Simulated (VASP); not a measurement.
A run of VASP 6.6.1:

POSCAR

```
Cd3Se2S
1.0
    4.3197321869      0.0000000000      0.0000000000
   -2.1598660934      3.7409978114      0.0000000000
    0.0000000000      0.0000000000     21.1479431000
Cd Se S
6 4 2
Direct
    0.6666666667      0.3333333333      0.1669220000
    0.6666666667      0.3333333333      0.4956190000
    0.6666666667      0.3333333333      0.8381430000
    0.3333333333      0.6666666667      0.9956190000
    0.3333333333      0.6666666667      0.3381430000
    0.3333333333      0.6666666667      0.6669220000
    0.6666666667      0.3333333333      0.2938320000
    0.6666666667      0.3333333333      0.6227710000
    0.3333333333      0.6666666667      0.1227710000
    0.3333333333      0.6666666667      0.7938320000
    0.6666666667      0.3333333333      0.9597130000
    0.3333333333      0.6666666667      0.4597130000
```

File INCAR.step1:

```
PREC = Accurate
ENCUT = 520
ISMEAR = 0
SIGMA = 0.02
LREAL = F
LASPH = T
NELM = 60
NBANDS = 66
GGA = PE
ALGO = Normal
EDIFF = 1E-4
LWAVE = T
LCHARG = F
```

File INCAR.step2:

```
PREC = Accurate
ENCUT = 520
EDIFF = 1E-7
ISMEAR = 0
SIGMA = 0.02
LREAL = F
LASPH = T
NELM = 60
ALGO = Normal
ISIF = 2
LWAVE = F
LCHARG = F
METAGGA = R2SCAN
LMIXTAU = T
NBANDS = 66
ISTART = 1
```

Contents of KPOINTS:

```
Automatic mesh
0
Gamma
  6 6 2
```

Potentials or basis: VASP PAW PBE potentials, release 64 (Cd, Se, S).

Run with:

```console
$ cat potpaw_PBE.64/Cd/POTCAR potpaw_PBE.64/Se/POTCAR potpaw_PBE.64/S/POTCAR > POTCAR
$ cp INCAR.step1 INCAR
$ mpirun -np 1 vasp_std > vasp.out
$ cp INCAR.step2 INCAR
$ mpirun -np 1 vasp_std > vasp.out
```

Hardware: 1 thread of Intel(R) Xeon(R) Platinum 8375C CPU @ 2.90GHz (Ice Lake) (shared host).

Problem. Estimate the wall time of this run.

Solution. Wall time 20 min on 1 thread of Intel(R) Xeon(R) Platinum 8375C CPU @ 2.90GHz (Ice Lake), with other jobs on the host, peak memory 0.59 GiB. Counts: k points 14.
